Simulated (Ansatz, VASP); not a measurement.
ZnS: VASP beside Ansatz

POSCAR

```
ZnS
1.0
    3.9065077407      0.0000000000      0.0000000000
   -1.9532538703      3.3831349435      0.0000000000
    0.0000000000      0.0000000000      5.8206551700
Zn S
2 2
Direct
    0.3333333333      0.6666666667      0.2500000000
    0.6666666667      0.3333333333      0.7500000000
    0.6666666667      0.3333333333      0.2500000000
    0.3333333333      0.6666666667      0.7500000000
```

Contents of INCAR.step1:

```
ALGO = Normal ; EDIFF = 1E-4
ENCUT = 520 ; GGA = PE
ISMEAR = 0 ; LASPH = True
LCHARG = False ; LREAL = False
LWAVE = True ; NBANDS = 26
NELM = 60 ; PREC = Accurate
SIGMA = 0.01
```

Contents of INCAR.step2:

```
ALGO = Normal ; EDIFF = 1E-7
ENCUT = 520 ; ISIF = 2
ISMEAR = 0 ; ISTART = 1
LASPH = True ; LCHARG = True
LELF = True ; LMIXTAU = True
LREAL = False ; LVHAR = True
LWAVE = False ; METAGGA = R2SCAN
NBANDS = 26 ; NELM = 60
PREC = Accurate ; SIGMA = 0.01
```

KPOINTS

```
k-points
0
Gamma
  6 6 4
```

Input for Ansatz:

```yaml
crystal:
  lattice:
    - [3.9065077407, 0.0, 0.0]
    - [-1.9532538703, 3.3831349435, 0.0]
    - [0.0, 0.0, 5.82065517]
  atoms:
    - { symbol: Zn, position: [0.3333333333, 0.6666666667, 0.25] }
    - { symbol: Zn, position: [0.6666666667, 0.3333333333, 0.75] }
    - { symbol: S, position: [0.6666666667, 0.3333333333, 0.25] }
    - { symbol: S, position: [0.3333333333, 0.6666666667, 0.75] }
kpoints:
  mp_grid: { grid: [6, 6, 4] }
hamiltonian:
  xc: r2scan
scf:
  occupations: { method: fixed }
  n_extra_bands: 5
output:
  forces: true
  stress: true
  eigenvalues: true
```

Alike in both runs: task single point; functional r2SCAN; k mesh 6 × 6 × 4; no spin polarisation.

|  | VASP | Ansatz |
| --- | --- | --- |
| version | VASP 6.6.1 | Ansatz 0.2.0 |
| potentials or method | VASP PAW PBE potentials, release 64 (Zn, S) | plane waves, PAW |
| plane-wave cutoff (eV) | 520 | 500 |
| occupations | gaussian, width 0.01 eV | fixed |
| valence electrons in the cell | 36 | 36 |

|  | VASP | Ansatz | Ansatz less VASP |
| --- | --- | --- | --- |
| gap on the k mesh at the Fermi level (eV) | 2.05 | 2.05 | -0.001 |
| pressure (GPa) | 2.6 | 2.5 | -0.07 |
| traceless stress, the component that is largest in VASP (GPa) | -1.22 | -1.15 | +0.070 |

VASP's potentials were made for PBE, not for r2SCAN.
